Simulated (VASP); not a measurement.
Input of a VASP 6.6.1 run:

INCAR

```
SYSTEM = Al8B4P9N3
PREC = Accurate ; ENCUT = 520
EDIFF = 1E-6 ; ISMEAR = 0
SIGMA = 0.1 ; LREAL = Auto
LASPH = .True. ; NELM = 100
ALGO = Normal ; ISIF = 2
LWAVE = .False. ; LCHARG = .False.
GGA = PS ; NBANDS = 66
ISYM = 0
```

File KPOINTS:

```
Automatic mesh
0
Gamma
  4 4 3
  0 0 0
```

File POSCAR:

```
Al8B4P9N3
1.0
   -4.9900591015     -5.0558179617     -0.1360797726
    0.1104279552      5.0820302632      5.0421341295
   -4.8917361453      4.8194190330     -4.8920942956
B N Al P
4 3 8 9
Direct
    0.6782884843      0.3335787874      0.3068798671
    0.1764446803      0.3390550532      0.3219121493
    0.5011484355      0.3921074645      0.9971470141
    0.0394152174      0.5335302943      0.0006983882
    0.3523785954      0.1834133591      0.9121446687
    0.2560628975      0.6896937622      0.9207826531
    0.1679447392      0.8505566291      0.6121735719
    0.4589138858      0.9783790031      0.9829071835
    0.0357894069      0.0151502152      0.9945131614
    0.8399593260      0.1834952522      0.6508915514
    0.3291449513      0.1560045424      0.6767827360
    0.8611841504      0.6847712999      0.6668052287
    0.2804414640      0.6796459477      0.7019822540
    0.6568223763      0.8207575587      0.3250484554
    0.1701771852      0.8335620033      0.3850063042
    0.8625010833      0.2071215487      0.9250136436
    0.6713212822      0.3477001088      0.5393516174
    0.1890940947      0.3562034892      0.5569680539
    0.4831262990      0.4577197937      0.2218957128
    0.0094172039      0.4908363911      0.2425434363
    0.8146411630      0.6159438002      0.9380086002
    0.6390023681      0.8181002061      0.6029712542
    0.5052499428      0.0216868351      0.2530930575
    0.0275187815      0.0269270119      0.2678491043
```

Potentials or basis: VASP PAW PBE potentials, release 64 (B, N, Al, P).

Run with:

```console
$ cat potpaw_PBE.64/B/POTCAR potpaw_PBE.64/N/POTCAR potpaw_PBE.64/Al/POTCAR potpaw_PBE.64/P/POTCAR > POTCAR
$ mpirun -np 1 vasp_std > vasp.out
```

Estimate the pressure.

0.0 GPa.

What does it give for the largest force?

0.077 eV/Å.

Forces on the atoms (eV/Å):
```
B   -0.023 -0.009 -0.023
B   -0.007 -0.004 -0.024
B   -0.063  0.023  0.039
B   -0.011 -0.026 -0.033
N    0.059 -0.031 -0.032
N    0.002 -0.028  0.035
N    0.003 -0.012  0.000
Al   0.006  0.003 -0.002
Al  -0.024 -0.022  0.000
Al  -0.004 -0.012 -0.005
Al  -0.008  0.016 -0.009
Al   0.002  0.006  0.003
Al  -0.014  0.023 -0.008
Al  -0.005 -0.011 -0.007
Al  -0.009  0.001 -0.002
P    0.011  0.033  0.014
P    0.004 -0.015  0.014
P   -0.001 -0.009  0.000
P    0.012  0.010  0.034
P    0.010  0.012  0.014
P    0.038  0.041 -0.015
P    0.015 -0.014 -0.007
P    0.010  0.013  0.002
P   -0.003  0.011  0.011
```

Caveat: the PAW data sets were made with another functional, which shifts forces and pressure a little.
